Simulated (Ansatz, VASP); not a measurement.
# Two plane-wave programs on Ge

```xyz
4
Lattice="2.7782 -3.3755 0.0000 2.7782 3.3755 0.0000 -2.5312 0.0000 5.0457" Properties=species:S:1:pos:R:3 pbc="T T T"
Ge    2.4379    0.0209    3.9199
Ge    0.5485   -1.2422    3.1179
Ge    2.4767   -1.2422    1.9278
Ge    0.5873    0.0209    1.1258
```

Alike in both runs: task relaxation of cell and atoms; functional PBE; k mesh 4 × 4 × 4; occupations gaussian, width 0.1 eV; no spin polarisation.

```csv
,VASP,Ansatz
version,VASP 6.6.1,Ansatz 0.2.0
potentials or method,"VASP PAW PBE potentials, release 64 (Ge_d), cutoff 600 eV","scalar-relativistic, plane waves, PAW"
valence electrons in the cell,56,56
```

VASP gave:

```
gap on the k mesh at the Fermi level, each at its own relaxed structure (eV)  : none
relaxed volume (Å³/atom)                                                      : 20.95
relaxed length of the cell vector where the two differ most in proportion (Å) : 6.477
```

Problem. Estimate Ansatz's values.

Solution. gap on the k mesh at the Fermi level, each at its own relaxed structure (eV): none; relaxed volume (Å³/atom): 19.81; relaxed length of the cell vector where the two differ most in proportion (Å): 5.202.

A gap of «none» marks a metal or a gap that the smearing closes. One of these differences is far larger than is usual between the two programs; its cause wasn't traced.

The k mesh is coarse, so the values compare programs but aren't converged.
